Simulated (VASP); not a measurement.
# SiB2 (Cmmm) in VASP: a series of runs, part 2 of 2

VASP 6.6.1. Earlier steps stand in the parts before.

## Step 4: Relaxation of cell and atoms, PBE

File INCAR:

```
SYSTEM = SiB2
ALGO     = Normal         ! electronic algorithm
EDIFF    = 1E-6           ! SCF threshold, eV
EDIFFG   = -0.04          ! ionic threshold
ENCUT    = 600            ! plane-wave cutoff, eV
GGA      = PE             ! functional
IBRION   = 2              ! ionic algorithm
ISIF     = 3              ! what is computed and relaxed
ISMEAR   = 0              ! smearing method
LASPH    = .TRUE.         ! aspherical terms in the spheres
LCHARG   = .FALSE.        ! write CHGCAR
LREAL    = .FALSE.        ! projectors in reciprocal space
LWAVE    = .FALSE.        ! write WAVECAR
NELM     = 60             ! most SCF steps
NSW      = 90             ! ionic steps
PREC     = Accurate       ! precision mode
SIGMA    = 0.1            ! smearing width, eV
```

File KPOINTS:

```
k-points
0
G
  4 4 6
  0 0 0
```

File POSCAR:

```
SiB2
1.0
    2.0857581500     -4.4484894900      0.0000000000
    2.0857581500      4.4484894900      0.0000000000
    0.0000000000      0.0000000000      2.9645398800
Si B
2 4
Direct
    0.0000000000      0.5000000000      0.0000000000
    0.5000000000      0.0000000000      0.0000000000
    0.1019200500      0.3216338200      0.5000000000
    0.8980799500      0.6783661800      0.5000000000
    0.3216338200      0.1019200500      0.5000000000
    0.6783661800      0.8980799500      0.5000000000
```

Potentials or basis: VASP PAW PBE potentials, release 64 (Si, B).

Command:

```console
$ cat potpaw_PBE.64/Si/POTCAR potpaw_PBE.64/B/POTCAR > POTCAR
$ mpirun -np 1 vasp_std > vasp.out
```

OUTCAR:

```text
SYSTEM = SiB2
   EDIFF = 1E-6
   EDIFFG = -0.04
   ENCUT = 600
   GGA = PE
   IBRION = 2
   ISIF = 3
   ISMEAR = 0
   LASPH = .TRUE.
   LREAL = .FALSE.
   NELM = 60
   NSW = 90
   PREC = Accurate

 ion  position               nearest neighbor table
   1  0.000  0.500  0.000-   3 1.94   4 1.94   3 1.94   4 1.94   2 2.09   2 2.09
   2  0.500  0.000  0.000-   5 1.94   6 1.94   5 1.94   6 1.94   1 2.09   1 2.09
   3  0.102  0.322  0.500-   6 1.77   1 1.94   1 1.94   5 1.95
   4  0.898  0.678  0.500-   5 1.77   1 1.94   1 1.94   6 1.95
   5  0.322  0.102  0.500-   4 1.77   2 1.94   2 1.94   3 1.95
   6  0.678  0.898  0.500-   3 1.77   2 1.94   2 1.94   4 1.95

  LATTYP: Found a base centered orthorhombic cell.
 ALAT       =     4.1715163000
 B/A-ratio  =     2.1327925723
 C/A-ratio  =     0.7106624227

  Lattice vectors:

[... 403 lines left out ...]
 fundamental gap:      0.1334196815
 Fermi energy:         5.5780720848

 k-point     1 :       0.0000    0.0000    0.0000
  band No.  band energies     occupation
      1      -8.0530      2.00000
      2      -3.6055      2.00000
      3      -3.0663      2.00000
      4      -2.9331      2.00000
      5      -1.6305      2.00000
      6       1.0127      2.00000
      7       2.0450      2.00000
      8       4.9513      2.00000
      9       5.7840      0.00358
     10       8.6459      0.00000
     11       9.3955      0.00000
     12       9.6737      0.00000
     13       9.8407      0.00000
     14      10.0125      0.00000
[... 377 lines left out ...]
      1      -4.1467      2.00000
      2      -2.3809      2.00000
      3      -2.2683      2.00000
      4      -1.7468      2.00000
      5      -0.5909      2.00000
      6       0.6240      2.00000
      7       1.8949      2.00000
      8       2.0191      2.00000
      9       4.1250      2.00000
     10       4.1396      2.00000
     11       4.7411      2.00000
     12       6.9653      0.00000
     13       7.2782      0.00000
     14       7.5542      0.00000

 [... further k-points ...]
[... 5 lines left out ...]
  --------------------------------------------------------------------------------------
  -------------------------------------------------------------------------------------
  Total       -0.1742259     -0.0528163      0.1350448      0.0000000      0.0000000      0.0000000
  in kB       -3.9613994     -1.2008916      3.0705330      0.0000000      0.0000000      0.0000000
  external PRESSURE =      -0.6972527 kB  Pullay stress =       0.0000000 kB
[... 21 lines left out ...]
  FREE ENERGIE OF THE ION-ELECTRON SYSTEM (eV)
  ---------------------------------------------------
  free  energy   TOTEN  =       -32.6783789156 eV

  energy  without entropy=      -32.6746141823  energy(sigma->0) =      -32.67649655

 reached required accuracy - stopping structural energy minimisation
```

OSZICAR:

```text
N       E                     dE             d eps       ncg     rms          rms(c)
DAV:   1     0.539979000168E+02    0.53998E+02   -0.99750E+03   784   0.142E+03
DAV:   2    -0.262786402246E+02   -0.80277E+02   -0.77624E+02  1056   0.215E+02
DAV:   3    -0.293790784769E+02   -0.31004E+01   -0.30277E+01  1032   0.388E+01
DAV:   4    -0.294128094332E+02   -0.33731E-01   -0.33716E-01   880   0.465E+00
[... 196 lines left out ...]
       N       E                     dE             d eps       ncg     rms          rms(c)
DAV:   1    -0.326784489892E+02   -0.47484E-03   -0.63876E-03   808   0.577E-01    0.412E-02
DAV:   2    -0.326783980621E+02    0.50927E-04   -0.27961E-04   964   0.127E-01    0.217E-02
DAV:   3    -0.326783790550E+02    0.19007E-04   -0.57931E-05   880   0.489E-02    0.580E-03
DAV:   4    -0.326783789156E+02    0.13946E-06   -0.88216E-06   910   0.198E-02
  25 F= -.32678379E+02 E0= -.32676497E+02  d E =-.404905E-03
```

CONTCAR:

```text
SiB2
   1.00000000000000
     2.7066441710759421   -4.6103896527045416    0.0000000000000000
     2.7066441710759421    4.6103896527045416    0.0000000000000000
     0.0000000000000000    0.0000000000000000    2.8234229572786056
  Si              B
     2     4
Direct
     0.0000000000000000    0.5000000000000000    0.0000000000000000
     0.5000000000000000    0.0000000000000000    0.0000000000000000
     0.0812642558879740    0.2599155508256630    0.5000000000000000
     0.9187357441120261    0.7400844491743372    0.5000000000000000
     0.2599155508256630    0.0812642558879740    0.5000000000000000
     0.7400844491743372    0.9187357441120261    0.5000000000000000

  0.00000000E+00  0.00000000E+00  0.00000000E+00
  0.00000000E+00  0.00000000E+00  0.00000000E+00
  0.00000000E+00  0.00000000E+00  0.00000000E+00
  0.00000000E+00  0.00000000E+00  0.00000000E+00
  0.00000000E+00  0.00000000E+00  0.00000000E+00
  0.00000000E+00  0.00000000E+00  0.00000000E+00
```

Wall time 2.1 min (1 thread of Intel Xeon 6975P-C (Granite Rapids), shared host); peak memory 0.19 GiB.

Results:

* Free energy: -32.6784 eV
* Relaxed volume: 11.74 Å³/atom
* Relaxed cell: a = 5.346 Å, b = 5.346 Å, c = 2.823 Å, α = 90.00°, β = 90.00°, γ = 119.17°
* Space group after relaxing (to 0.1 Å): Cmmm (No. 65)
* Energy gained by relaxing: 692.5 meV/atom
* Ionic steps: 25
* Pressure after relaxing: -0.1 GPa
* Largest force after relaxing: 0.019 eV/Å
* Band gap on the k mesh: zero (bands 10 and 11 overlap by 4.72 eV)

Forces in eV/Å, atoms in the order of the input:
```
Si   0.000  0.000  0.000
Si   0.000  0.000  0.000
B    0.019 -0.001  0.000
B   -0.019  0.001  0.000
B    0.019  0.001  0.000
B   -0.019 -0.001  0.000
```

Step by step:
| step | energy change (eV) | largest force (eV/Å) | pressure (GPa) | volume (Å³) |
| --- | --- | --- | --- | --- |
| 1 | 0.0000 | 3.9198 | 43.01 | 55.01 |
| 2 | -2.9876 | 0.9161 | -11.91 | 76.63 |
| 3 | -3.2454 | 1.2072 | -6.53 | 70.51 |
| 4 | -3.2499 | 1.0776 | -7.39 | 71.17 |
| 5 | -3.4743 | 2.2541 | 3.91 | 68.07 |
| 6 | -3.5549 | 1.0949 | -0.70 | 69.11 |
| 7 | -3.8050 | 0.8015 | 1.58 | 67.73 |
| 8 | -3.8201 | 0.9042 | 2.45 | 67.36 |
| 9 | -3.9748 | 0.4310 | 1.48 | 68.28 |
| 10 | -4.0244 | 0.4007 | 1.28 | 68.99 |
| 11 | -4.0249 | 0.4683 | 1.30 | 69.10 |
| 12 | -4.0778 | 0.3128 | -0.64 | 70.87 |
| 13 | -4.0786 | 0.3454 | -0.85 | 71.11 |
| 14 | -4.1280 | 0.2191 | -0.19 | 71.73 |
| 15 | -4.1281 | 0.2032 | -0.24 | 71.70 |
| 16 | -4.1328 | 0.1277 | 0.18 | 71.51 |
| 17 | -4.1328 | 0.1250 | 0.18 | 71.51 |
| 18 | -4.1362 | 0.1434 | 0.11 | 71.47 |
| 19 | -4.1411 | 0.2735 | -0.14 | 71.33 |
| 20 | -4.1464 | 0.1719 | -0.39 | 71.28 |
| 21 | -4.1525 | 0.0656 | -1.01 | 71.13 |
| 22 | -4.1537 | 0.0554 | -0.71 | 70.90 |
| 23 | -4.1546 | 0.0457 | -0.27 | 70.56 |
| 24 | -4.1546 | 0.0448 | -0.20 | 70.51 |
| 25 | -4.1550 | 0.0192 | -0.07 | 70.47 |

Final structure:
```
Si B
1.0
     2.70664   -4.61039    0.00000
     2.70664    4.61039    0.00000
     0.00000    0.00000    2.82342
Si B
2 4
Direct
  0.00000 0.50000 0.00000
  0.50000 0.00000 0.00000
  0.08126 0.25992 0.50000
  0.91874 0.74008 0.50000
  0.25992 0.08126 0.50000
  0.74008 0.91874 0.50000
```

Caveat: the k points lie up to 0.37 Å⁻¹ apart in the final cell, too coarse for converged energies and pressures of a metal; the volume moved by over 15 % at a fixed basis, so the end points are rough.

## Step 5: Single point, PBE

This run uses another cell than the first one, of 12.04 Å³/atom.

File INCAR:

```
SYSTEM = SiB2
PREC = Accurate
ENCUT = 520
EDIFF = 1E-7
ISMEAR = 0
SIGMA = 0.1
LREAL = .FALSE.
LASPH = .TRUE.
NELM = 100
ALGO = Normal
ISIF = 2
LWAVE = .FALSE.
LCHARG = .FALSE.
GGA = PE
NBANDS = 19
```

File KPOINTS:

```
regular mesh
0
G
  8 8 12
  0 0 0
```

File POSCAR:

```
SiB2
1.0
    2.8791094585     -3.6970268535      0.0000000000
    2.8791094585      3.6970268535      0.0000000000
    0.0000000000      0.0000000000      3.3945495277
Si B
2 4
Direct
    0.0000000000      0.5000000000      0.0000000000
    0.5000000000      0.0000000000      0.0000000000
    0.0332959213      0.2710010112      0.5000000000
    0.9667040787      0.7289989888      0.5000000000
    0.2710010112      0.0332959213      0.5000000000
    0.7289989888      0.9667040787      0.5000000000
```

Command:

```console
$ cat potpaw_PBE.64/Si/POTCAR potpaw_PBE.64/B/POTCAR > POTCAR
$ mpirun -np 1 vasp_std > vasp.out
```

Run time: 65 s. Hardware: 1 thread of Intel Xeon 6975P-C (Granite Rapids), shared host; peak memory 0.29 GiB.

The run converged. Its results:

```
Free energy            : -32.9088 eV
Pressure               : 0.0 GPa
Largest force          : 0.008 eV/Å
Band gap on the k mesh : zero (bands 10 and 11 overlap by 2.01 eV)
```

Forces on the atoms (eV/Å):
```
Si   0.000  0.000  0.000
Si   0.000  0.000  0.000
B    0.007  0.004  0.000
B   -0.007 -0.004  0.000
B    0.007 -0.004  0.000
B   -0.007  0.004  0.000
```

Levels at points of the mesh, in eV from the Fermi level:
| k point | band 6 | band 7 | band 8 | band 9 | band 10 | band 11 | band 12 | band 13 | band 14 | band 15 |
| --- | --- | --- | --- | --- | --- | --- | --- | --- | --- | --- |
| (0.00, 0.00, 0.00) | -4.21 | -2.35 | -1.96 | -0.61 | 0.14 | 1.46 | 1.90 | 2.91 | 2.97 | 3.98 |
| (0.50, 0.00, 0.00) | -3.35 | -2.84 | -2.39 | -1.02 | 0.09 | 1.14 | 1.75 | 1.79 | 2.08 | 3.56 |
| (0.50, 0.50, 0.00) | -2.24 | -1.78 | -1.51 | -1.20 | -1.08 | -0.97 | 0.91 | 2.35 | 3.38 | 4.22 |
| (0.00, 0.00, 0.50) | -5.40 | -4.91 | -4.03 | -2.86 | -1.40 | -0.16 | 1.32 | 1.58 | 5.18 | 5.27 |
| (0.50, 0.00, 0.50) | -4.79 | -3.09 | -2.84 | -2.27 | -1.59 | 0.71 | 0.93 | 1.69 | 3.65 | 5.82 |
| (0.50, 0.50, 0.50) | -6.36 | -3.89 | -2.54 | -1.66 | -0.29 | 0.44 | 1.40 | 1.71 | 5.52 | 6.43 |

## Step 6: Relaxation of cell and atoms, PBE

This run uses another cell than the first one, of 11.95 Å³/atom.

File INCAR:

```
PREC = Accurate
ENCUT = 600
EDIFF = 1E-6
ISMEAR = 0
SIGMA = 0.1
LREAL = False
LASPH = True
NELM = 80
ALGO = Normal
ISIF = 3
LWAVE = False
LCHARG = False
GGA = PE
IBRION = 2
NSW = 100
EDIFFG = -0.01
```

File KPOINTS:

```
regular mesh
0
Gamma
  8 8 12
```

File POSCAR:

```
SiB2
1.0
    2.6751994931     -4.4553016780      0.0000000000
    2.6751994931      4.4553016780      0.0000000000
    0.0000000000      0.0000000000      3.0083808653
Si B
2 4
Direct
    0.0000000000      0.5000000000      0.0000000000
    0.5000000000      0.0000000000      0.0000000000
    0.0745796961      0.2597788193      0.5000000000
    0.9254203039      0.7402211807      0.5000000000
    0.2597788193      0.0745796961      0.5000000000
    0.7402211807      0.9254203039      0.5000000000
```

Potentials or basis: VASP PAW PBE potentials, release 64 (Si, B).

Command:

```console
$ cat potpaw_PBE.64/Si/POTCAR potpaw_PBE.64/B/POTCAR > POTCAR
$ mpirun -np 1 vasp_std > vasp.out
```

Run time: 25 min. Hardware: 1 thread of Intel Xeon 6975P-C (Granite Rapids), shared host; peak memory 0.31 GiB.

The run converged. Its results:

```yaml
Free_energy: -33.8264 eV
Relaxed_volume: 11.06 Å³/atom
Relaxed_cell: a = 4.151 Å, b = 4.151 Å, c = 3.852 Å, α = 90.00°, β = 90.00°, γ = 90.27°
Space_group_after_relaxing_to_0.1_Å: P4/mmm (No. 123)
Energy_gained_by_relaxing: 204.1 meV/atom
Ionic_steps: 54
Pressure_after_relaxing: 0.0 GPa
Band_gap_on_the_k_mesh: zero (bands 10 and 11 overlap by 2.53 eV)
```

Forces in eV/Å, atoms in the order of the input:
```
Si   0.000  0.000  0.000
Si   0.000  0.000  0.000
B    0.000  0.002  0.000
B    0.000 -0.002  0.000
B    0.000 -0.002  0.000
B    0.000  0.002  0.000
```

Stress tensor (GPa, compression positive):
```
 0.07  0.00  0.00
 0.00 -0.10  0.00
 0.00  0.00  0.07
```

Step by step:
| step | energy change (eV) | largest force (eV/Å) | pressure (GPa) | volume (Å³) |
| --- | --- | --- | --- | --- |
| 1 | 0.0000 | 0.1048 | -0.08 | 71.71 |
| 3 | -0.0061 | 0.1644 | 0.49 | 71.65 |
| 5 | -0.0155 | 0.1541 | -0.56 | 72.28 |
| 7 | -0.0298 | 0.1745 | -0.40 | 72.26 |
| 9 | -0.0332 | 0.3423 | -0.39 | 72.22 |
| 11 | -0.0362 | 0.4872 | -0.42 | 72.16 |
| 13 | -0.0438 | 0.5223 | -0.71 | 72.06 |
| 15 | -0.0773 | 0.2838 | -0.81 | 71.80 |
| 17 | -0.1208 | 0.3719 | -1.39 | 70.50 |
| 19 | -0.2524 | 0.4322 | 0.84 | 68.47 |
| 21 | 1.3095 | 6.3339 | 41.03 | 55.60 |
| 23 | -0.4582 | 1.8921 | 18.26 | 60.07 |
| 25 | -0.5777 | 1.6824 | 13.95 | 61.37 |
| 27 | -0.5986 | 1.6649 | 14.69 | 61.07 |
| 29 | -0.6540 | 1.5908 | 13.75 | 61.30 |
| 31 | -0.8650 | 1.2759 | 9.86 | 62.37 |
| 33 | -1.2064 | 0.0442 | -0.86 | 66.68 |
| 35 | -1.2070 | 0.0886 | -0.33 | 66.38 |
| 37 | -1.2100 | 0.0794 | 0.00 | 66.24 |
| 39 | -1.2125 | 0.1413 | 0.67 | 65.94 |
| 41 | -1.2158 | 0.0714 | 0.37 | 66.06 |
| 43 | -1.2169 | 0.0865 | 0.16 | 66.17 |
| 45 | -1.2181 | 0.1306 | -1.26 | 66.98 |
| 47 | -1.2206 | 0.0705 | -0.61 | 66.61 |
| 49 | -1.2233 | 0.0102 | 0.06 | 66.40 |
| 51 | -1.2242 | 0.0341 | -0.15 | 66.47 |
| 53 | -1.2245 | 0.0042 | 0.03 | 66.36 |
| 54 | -1.2246 | 0.0024 | 0.02 | 66.37 |

Final structure:
```
Si B
1.0
     2.92837   -2.94199    0.00000
     2.92837    2.94199    0.00000
     0.00000    0.00000    3.85188
Si B
2 4
Cartesian
  1.4642 1.4710 0.0000
  1.4642 -1.4710 0.0000
  0.8597 0.8580 1.9259
  4.9970 -0.8580 1.9259
  0.8597 -0.8580 1.9259
  4.9970 0.8580 1.9259
```

Levels at points of the mesh, in eV from the Fermi level:
```csv
k point,band 8,band 9,band 10,band 11,band 12,band 13
"(0.00, 0.00, 0.00)",-1.93,-0.36,1.84,2.06,2.11,2.12
"(0.50, 0.00, 0.00)",-2.84,-2.36,-1.63,2.18,2.44,2.64
"(0.50, 0.50, 0.00)",-1.16,-1.15,-1.10,-0.10,-0.03,0.65
"(0.00, 0.00, 0.50)",-2.98,-2.96,0.13,1.31,3.65,3.79
"(0.50, 0.00, 0.50)",-1.93,-1.58,-1.13,0.28,0.37,4.57
"(0.50, 0.50, 0.50)",-3.63,0.06,0.14,3.96,5.66,5.71
```

Caveat: a cell axis changed by over 15 % at a fixed basis, so the end point is rough.

## Step 7: Overview

| task | cell | k mesh | cutoff (eV) | gap on the mesh (eV) | pressure (GPa) | relaxed volume (Å³/atom) | largest force (eV/Å) |
| --- | --- | --- | --- | --- | --- | --- | --- |
| single point | a = 4.913, b = 4.913, c = 2.965 Å, angles 90.0, 90.0, 129.8°, 6 atoms, atomic positions A | 4 × 4 × 6 | 520 | none | 43.0 | - | 3.92 |
| single point | a = 5.197, b = 5.197, c = 3.008 Å, angles 90.0, 90.0, 118.0°, 6 atoms, atomic positions B | 4 × 4 × 6 | 520 | none | 0.0 | - | 0.01 |
| relaxation of cell and atoms | relaxed from a = 4.913, b = 4.913, c = 2.965 Å, angles 90.0, 90.0, 129.8°, 6 atoms, atomic positions A | 4 × 4 × 6 | 600 | none | -0.1 | 11.74 | 0.02 |
| single point | a = 4.686, b = 4.686, c = 3.395 Å, angles 90.0, 90.0, 104.2°, 6 atoms, atomic positions C | 8 × 8 × 12 | 520 | none | 0.0 | - | 0.01 |
| relaxation of cell and atoms | relaxed from a = 5.197, b = 5.197, c = 3.008 Å, angles 90.0, 90.0, 118.0°, 6 atoms, atomic positions B | 8 × 8 × 12 | 600 | none | 0.0 | 11.06 | - |

Alike in all rows: level PBE; potentials or basis VASP PAW PBE potentials, release 64 (Si, B); no spin polarisation; smearing gaussian 0.1 eV.

Caveats: some runs use coarse meshes; forces of over 1 eV/Å act on the atoms, so gaps and moduli don't describe the material at rest (at least some runs); the volume moved by over 15 % at a fixed basis, so the end points are rough (at least some runs); a cell axis changed by over 15 % at a fixed basis, so the end point is rough (at least some runs).

Total energies depend on the potentials used, so only differences within one code and one set of settings carry meaning.

The gap in the log of VASP goes by the Fermi energy; the results here count the filled bands.